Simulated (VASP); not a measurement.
The system is AlN.

```
Al N
1.0
     0.00000    1.97800    1.97800
     1.97800    0.00000    1.97800
     1.97800    1.97800    0.00000
Al N
1 1
Cartesian
  0.0000 0.0000 0.0000
  1.9780 1.9780 1.9780
```

Base run:

| Item | Value |
| --- | --- |
| Program | VASP 6.6.1 |
| Functional | PBEsol |
| Potentials or basis | VASP PAW PBE potentials, release 64 (Al, N) |
| Cutoff | 520 eV |
| k mesh | 10 × 10 × 10 |
| Occupations | fermi-dirac, width 0.02 eV |
| Spin | no spin polarisation |

Its results: band gap on the k mesh 5.01 eV, indirect (least direct gap 6.64 eV); pressure 20.0 GPa.

The run is repeated on the same cell with these changes: functional from PBEsol to PBE. What comes out?

Band gap on the k mesh 5.19 eV, indirect (least direct gap 6.66 eV); pressure 25.2 GPa.

PBE binds less tightly than PBEsol, so the same cell stands under more pressure.

Caveats: the PAW data sets were made with another functional, which shifts forces and pressure a little (some runs).

A k mesh can miss the band edges.
